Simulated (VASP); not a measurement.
A run of VASP 6.6.1:

File INCAR:

```
SYSTEM = AgPt3
  ALGO = Normal
  EDIFF = 1E-6
  ENCUT = 520
  ISIF = 2
  ISMEAR = -1
  LASPH = .True.
  LCHARG = .False.
  LREAL = .False.
  LWAVE = .False.
  NBANDS = 28
  NELM = 80
  PREC = Accurate
  SIGMA = 0.08
```

KPOINTS

```
k-points
0
Gamma
  9 9 9
  0 0 0
```

Contents of POSCAR:

```
AgPt3
1.0
    3.8869564243      0.0000000000      0.0000000000
    0.0000000000      3.8869564243      0.0000000000
    0.0000000000      0.0000000000      3.8869564243
Ag Pt
1 3
Direct
    0.0000000000      0.0000000000      0.0000000000
    0.0000000000      0.5000000000      0.5000000000
    0.5000000000      0.0000000000      0.5000000000
    0.5000000000      0.5000000000      0.0000000000
```

Potentials or basis: VASP PAW LDA potentials, release 64 (Ag, Pt).

Launch:

```bash
$ cat potpaw_LDA.64/Ag/POTCAR potpaw_LDA.64/Pt/POTCAR > POTCAR
$ mpirun -np 1 vasp_std > vasp.out
```

Hardware: 1 thread of Intel(R) Xeon(R) Platinum 8124M CPU @ 3.00GHz (Skylake/Cascade Lake), on a shared host.

Problem. How long does it take, and how much memory?

Solution. Run time: 34 s on 1 thread of Intel(R) Xeon(R) Platinum 8124M CPU @ 3.00GHz (Skylake/Cascade Lake) (shared host), peak memory 0.18 GiB. Counts: scf iterations 12, k points 35.
